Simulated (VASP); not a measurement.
The system is Cu.

```
CELL_PARAMETERS angstrom
0.00000 2.95661 2.95661
2.95661 0.00000 2.95661
2.95661 2.95661 0.00000
ATOMIC_POSITIONS crystal
Cu 0.12500 0.12500 0.12500
Cu 0.62500 0.12500 0.12500
Cu 0.12500 0.62500 0.12500
Cu 0.12500 0.12500 0.62500
```

```yaml
Program: VASP 6.6.1
Task: relaxation of cell and atoms
Functional: PBE
Potentials_or_basis: VASP PAW PBE potentials, release 64 (Cu)
Cutoff: 600 eV
k_mesh: 6 × 6 × 6
Occupations: gaussian, width 0.1 eV
Spin: no spin polarisation
```

At the start: pressure 77.2 GPa; volume 12.92 Å³/atom.

Task: Where does the relaxation end?

Result: Over 3 steps the energy falls by 1133.0 meV/atom and the volume is 20.00 Å³/atom (+54.7 %); space group Fd-3m (No. 227, to 0.05 Å).

The path:
```csv
step,energy change (eV),largest force (eV/Å),pressure (GPa),volume (Å³)
1,0.0000,0.0000,77.20,51.69
2,-3.1981,0.0000,-8.78,113.67
3,-4.5321,0.0000,0.08,79.99
```

Final structure:
```yaml
crystal:
  lattice:
    - [0.00000, 3.41982, 3.41982]
    - [3.41982, 0.00000, 3.41982]
    - [3.41982, 3.41982, 0.00000]
  atoms:
    - { symbol: Cu, position: [0.12500, 0.12500, 0.12500] }
    - { symbol: Cu, position: [0.62500, 0.12500, 0.12500] }
    - { symbol: Cu, position: [0.12500, 0.62500, 0.12500] }
    - { symbol: Cu, position: [0.12500, 0.12500, 0.62500] }
```

Caveat: the volume moved by over 15 % at a fixed basis, so the end points are rough.
